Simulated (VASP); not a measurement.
# S (P3_221) in VASP: single point with PBEsol

Aim: the single point of S with PBEsol.

Program: VASP 6.6.1. These are calculated values, not measurements. Logs are shortened: lines on timing, memory, paths and dates and some standing lists are left out, and cuts for length are marked.

### 1 The cell of the first run

The structure is trigonal, space group P3_221 (No. 154). The conventional cell has a = 4.212 Å, b = 4.212 Å, c = 4.786 Å, α = 90.00°, β = 90.00°, γ = 120.00°. S (site symmetry 2) has 2 S at 2.25 Å within 3.0 Å.

### 2 Single point, PBEsol (Se replaced by S, lengths x 0.925, strained)

Input file INCAR:

```
SYSTEM = S
PREC = Accurate
ENCUT = 520
EDIFF = 1E-7
ISMEAR = 0
SIGMA = 0.02
LREAL = .False.
LASPH = .True.
NELM = 60
ALGO = Normal
ISIF = 2
LWAVE = .False.
LCHARG = .False.
GGA = PS
NBANDS = 16
```

Input file KPOINTS:

```
regular mesh
0
Gamma
  9 9 6
  0 0 0
```

Input file POSCAR:

```
S
1.0
    4.2117092996      0.0000000000      0.0000000000
   -2.1058546498      3.6474472468      0.0000000000
    0.0000000000      0.0000000000      4.7864138796
S
3
Direct
    0.2170000000      0.0000000000      0.1666666667
    0.0000000000      0.2170000000      0.8333333333
    0.7830000000      0.7830000000      0.5000000000
```

Potentials or basis: VASP PAW PBE potentials, release 64 (S).

Command:

```bash
$ cat potpaw_PBE.64/S/POTCAR > POTCAR
$ mpirun -np 1 vasp_std > vasp.out
```

OUTCAR:

```text
SYSTEM = S
   PREC = Accurate
   ENCUT = 520
   EDIFF = 1E-7
   ISMEAR = 0
   LREAL = .False.
   LASPH = .True.
   NELM = 60
   ISIF = 2
   GGA = PS

 ion  position               nearest neighbor table
   1  0.217  0.000  0.167-   3 2.25   2 2.25
   2  0.000  0.217  0.833-   3 2.25   1 2.25
   3  0.783  0.783  0.500-   2 2.25   1 2.25

  LATTYP: Found a hexagonal cell.
 ALAT       =     4.2117092996
 C/A-ratio  =     1.1364539998

  Lattice vectors:

 A1 = (   4.2117092996,   0.0000000000,   0.0000000000)
 A2 = (  -2.1058546498,   3.6474472468,   0.0000000000)
 A3 = (   0.0000000000,   0.0000000000,   4.7864138796)

Analysis of symmetry for initial positions (statically):
=====================================================================
 Subroutine PRICEL returns:
 Original cell was already a primitive cell.

 Routine SETGRP: Setting up the symmetry group for a
 hexagonal supercell.

 Subroutine GETGRP returns: Found  6 space group operations
 (whereof  2 operations were pure point group operations)
 out of a pool of 24 trial point group operations.

The static configuration has the point symmetry C_2 .
 The point group associated with its full space group is D_3 .

Analysis of symmetry for dynamics (positions and initial velocities):
=====================================================================
 Subroutine PRICEL returns:
 Original cell was already a primitive cell.

 Routine SETGRP: Setting up the symmetry group for a
 hexagonal supercell.

 Subroutine GETGRP returns: Found  6 space group operations
 (whereof  2 operations were pure point group operations)
 out of a pool of 24 trial point group operations.

The dynamic configuration has the point symmetry C_2 .
 The point group associated with its full space group is D_3 .

 Subroutine INISYM returns: Found  6 space group operations
 (whereof  2 operations are pure point group operations),
 and found     1 'primitive' translations

----------------------------------------------------------------------------------------

                                     Primitive cell

  volume of cell :      73.5288

  direct lattice vectors                    reciprocal lattice vectors
     4.211709300  0.000000000  0.000000000     0.237433291  0.137082175  0.000000000
    -2.105854650  3.647447247  0.000000000     0.000000000  0.274164349  0.000000000
[... 80 lines left out ...]
   ICHARG =      2    charge: 1-file 2-atom 10-const
   ISPIN  =      1    spin polarized calculation?
   LNONCOLLINEAR =      F non collinear calculations
   LSORBIT =      F    spin-orbit coupling
   LASPH  =      T    aspherical Exc in radial PAW
   ENCUT  =  520.0 eV  38.22 Ry    6.18 a.u.   7.83  7.83  8.90*2*pi/ulx,y,z
   NELM   =     60;   NELMIN=  2; NELMDL= -5     # of ELM steps
   EDIFF  = 0.1E-06   stopping-criterion for ELM
   LREAL  =      F    real-space projection
   EDIFFG = 0.1E-05   stopping-criterion for IOM
   NSW    =      0    number of steps for IOM
   IBRION =     -1    ionic relax: 0-MD 1-quasi-New 2-CG
   NFREE  =      0    steps in history (QN), initial steepest desc. (CG)
   ISIF   =      2    stress and relaxation
   ISYM   =      2    0-nonsym 1-usesym 2-fastsym
   POTIM  = 0.5000    time-step for ionic-motion
   TEBEG  =    0.0;   TEEND  =   0.0 temperature during run
   PSTRESS=    0.0 pullay stress
   NELECT =      18.0000    total number of electrons
   NUPDOWN=      -1.0000    fix difference up-down
   EMIN   =  10.00;   EMAX   =-10.00  energy-range for DOS
   EFERMI =   0.00;   METHOD = LEGACY
   ISMEAR =     0;   SIGMA  =   0.02  broadening in eV -4-tet -1-fermi 0-gaus
   EFERMI_NEDOS =   21; number of points for ismear=-14 and -15
   IALGO  =     38    algorithm
   IMIX   =      4    mixing-type and parameters
     AMIX     =   0.40;   BMIX     =  1.00
     AMIX_MAG =   1.60;   BMIX_MAG =  1.00
  volume/ion in A,a.u.               =      24.51       165.40
  Fermi-wavevector in a.u.,A,eV,Ry     =   1.024110  1.935287 14.269797  1.048801
  Thomas-Fermi vector in A             =   2.157879
   LORBIT       =      0    0 simple, 1 ext, 2 COOP (PROOUT), +10 PAW based schemes
   GGA     = PS    functional components
   LHFCALC =     F    Hartree Fock is set to
   AEXX    =    0.0000 exact exchange contribution
   IVDW    =     0    specifies the selected vdW correction
   LEPSILON=     F    determine dielectric tensor
   LRPA    =     F    only Hartree local field effects (RPA)
 non-spin polarized calculation
 Gauss-broadening in eV      SIGMA  =   0.02
  energy-cutoff  :      520.00
  volume of cell :       73.53
 maximum number of plane-waves:      2010
   NGX = 15   NGY = 15   NGZ = 17

 number of electron      18.0000001 magnetization

 Free energy of the ion-electron system (eV)
  ---------------------------------------------------
  ext. energy  EPLUGINS =         0.00000000
  ---------------------------------------------------
  free energy    TOTEN  =       -12.56817562 eV

  energy without entropy =      -12.56817562  energy(sigma->0) =      -12.56817562

 E-fermi :   2.5756     XC(G=0):  -8.8844

 val. band max:        2.4881288984   @ k =   0.4444   0.1111   0.5000
 cond. band min:       3.5751958615   @ k =   0.3333   0.3333   0.5000
 fundamental gap:      1.0870669631
 Fermi energy:         2.5755598762

 k-point     1 :       0.0000    0.0000    0.0000
  band No.  band energies     occupation
      1     -12.8599      2.00000
      2      -8.6230      2.00000
      3      -8.6230      2.00000
      4      -1.2963      2.00000
      5      -1.2963      2.00000
      6      -1.0402      2.00000
[... 433 lines left out ...]
      3      -7.8226      2.00000
      4      -2.3481      2.00000
      5      -1.9899      2.00000
      6      -0.6590      2.00000
[... 8 lines left out ...]
     15      10.8328      0.00000
     16      11.6235      0.00000

 [... further k-points ...]
[... 5 lines left out ...]
  --------------------------------------------------------------------------------------
  -------------------------------------------------------------------------------------
  Total       -3.0957527     -3.0957527     -6.3135338     -0.0000000      0.0000000      0.0000000
  in kB      -67.4557818    -67.4557818   -137.5705373     -0.0000000      0.0000000      0.0000000
  external PRESSURE =     -90.8273670 kB  Pullay stress =       0.0000000 kB

 VOLUME and BASIS-vectors are now :
 -----------------------------------------------------------------------------
  energy-cutoff  :      520.00
  volume of cell :       73.53
      direct lattice vectors                 reciprocal lattice vectors
     4.211709300  0.000000000  0.000000000     0.237433291  0.137082175  0.000000000
    -2.105854650  3.647447247  0.000000000     0.000000000  0.274164349  0.000000000
     0.000000000  0.000000000  4.786413880     0.000000000  0.000000000  0.208924682

 POSITION                                       TOTAL-FORCE (eV/Angst)
 -----------------------------------------------------------------------------------
      0.91394      0.00000      0.79774        -1.792415      0.000000      0.000000
     -0.45697      0.79150      3.98868         0.896208     -1.552277     -0.000000
      1.64888      2.85595      2.39321         0.896208      1.552277     -0.000000
 -----------------------------------------------------------------------------------
    total drift:                               -0.000000      0.000000      0.000000

  FREE ENERGIE OF THE ION-ELECTRON SYSTEM (eV)
  ---------------------------------------------------
  free  energy   TOTEN  =       -12.5681756241 eV

  energy  without entropy=      -12.5681756241  energy(sigma->0) =      -12.56817562
```

stdout:

```text
POSCAR found type information on POSCAR S
 POSCAR found :  1 types and       3 ions
 scaLAPACK will be used
 -----------------------------------------------------------------------------
|                                                                             |
|                                                                             |
|     You enforced a specific xc type in the INCAR file but a different       |
|     I HOPE YOU KNOW WHAT YOU ARE DOING!                                     |
|                                                                             |
 -----------------------------------------------------------------------------

 LDA part: xc-table for (Slater+PW92), standard interpolation
 POSCAR, INCAR and KPOINTS ok, starting setup
 FFT: planning ... GRIDC
 FFT: planning ... GRID_SOFT
 FFT: planning ... GRID
 WAVECAR not read
 entering main loop
```

It took 48 s on 1 thread of Intel Xeon Platinum 8375C at 2.90GHz (Ice Lake), shared host; peak memory 0.2 GiB.

Results:

```
Free energy            : -12.5682 eV
Pressure               : -9.1 GPa
Largest force          : 1.792 eV/Å
Band gap on the k mesh : 1.09 eV, indirect (least direct gap 1.29 eV)
```

Forces in eV/Å, atoms in the order of the input:
```
S   -1.792  0.000  0.000
S    0.896 -1.552  0.000
S    0.896  1.552  0.000
```

Levels at points of the mesh, in eV from the valence-band top:
```csv
k point,band 7,band 8,band 9,band 10,band 11,band 12
"(0.00, 0.00, 0.00)",-1.91,-1.91,-0.29,2.03,2.03,2.34
"(0.00, 0.00, 0.50)",-1.32,-1.32,-1.02,1.29,1.55,1.55
```

Caveat: the cell differs from its parent crystal (Se replaced by S, lengths x 0.925, strained); the PAW data sets were made with another functional, which shifts forces and pressure a little.
